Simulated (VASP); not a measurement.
BN: single point with PBE

BN:

```
B N
1.0
    -3.57309    3.57309    0.00000
     0.00000    3.57309   -3.57309
    -3.57309    0.00000   -3.57309
B N
8 8
Direct
  0.96368 0.46640 0.52273
  0.96099 0.96251 0.52697
  0.96386 0.47080 0.02805
  0.95336 0.96833 0.02528
  0.46294 0.46479 0.52040
  0.45850 0.96987 0.51868
  0.46884 0.45831 0.02974
  0.46664 0.96758 0.01688
  0.33835 0.84009 0.39226
  0.34584 0.33886 0.38933
  0.34079 0.83632 0.89163
  0.34347 0.33357 0.89658
  0.84294 0.83861 0.39656
  0.84477 0.33248 0.40136
  0.84527 0.83736 0.89774
  0.84174 0.33794 0.90480
```

This cell differs from its parent crystal: dynamics (npt langevin) at 200 K, volume x 1.0, from the last frame before.

```yaml
Program: VASP 6.6.1
Task: single point
Functional: PBE
Potentials_or_basis: VASP PAW PBE potentials, release 64 (B, N)
Cutoff: 520 eV
k_mesh: 2 × 2 × 2, shifted
Occupations: fermi-dirac, width 0.02 eV
Spin: no spin polarisation
Dipole_correction: no
Further_INCAR_settings: LREAL = Auto; ALGO = Normal; EDIFF = 1e-06; NBANDS = 46
```

```json
{
  "Pressure": "18.3 GPa",
  "Largest force": "2.143 eV/Å",
  "Band gap on the k mesh": "5.56 eV"
}
```

Forces on the atoms (eV/Å):
```
B   -0.477 -0.200  0.039
B   -0.053  0.724  0.765
B   -0.501 -0.681  1.519
B   -1.542  1.339  0.650
B   -0.584  0.334 -0.043
B   -1.041 -0.368  0.725
B    1.756  0.873  0.768
B    0.144 -1.096  0.437
N   -0.493  0.064 -0.078
N   -0.368 -1.009 -1.477
N   -0.256  0.177 -0.919
N    0.348  0.647 -0.772
N    0.535 -0.866 -0.364
N    0.843  0.248 -1.009
N    0.840 -0.618 -0.576
N    0.849  0.433  0.337
```

Stress tensor (GPa, compression positive):
```
18.23  1.20  0.22
 1.20 18.45 -0.42
 0.22 -0.42 18.35
```

Levels at points of the mesh, in eV from the valence-band top:
| k point | band 30 | band 31 | band 32 | band 33 | band 34 | band 35 |
| --- | --- | --- | --- | --- | --- | --- |
| (0.25, 0.25, 0.25) | -1.40 | -0.45 | -0.04 | 5.56 | 5.71 | 6.09 |

Wall time 4.1 min on 1 thread of Intel Xeon 8259CL, with other jobs on the host, peak memory 0.25 GiB.

Caveat: the k points lie up to 0.76 Å⁻¹ apart; the atoms stand as in a frame of molecular dynamics; a shifted mesh leaves out Γ, where band edges can lie; forces of over 1 eV/Å act on the atoms, so gaps and moduli don't describe the material at rest. A k mesh can miss the band edges.
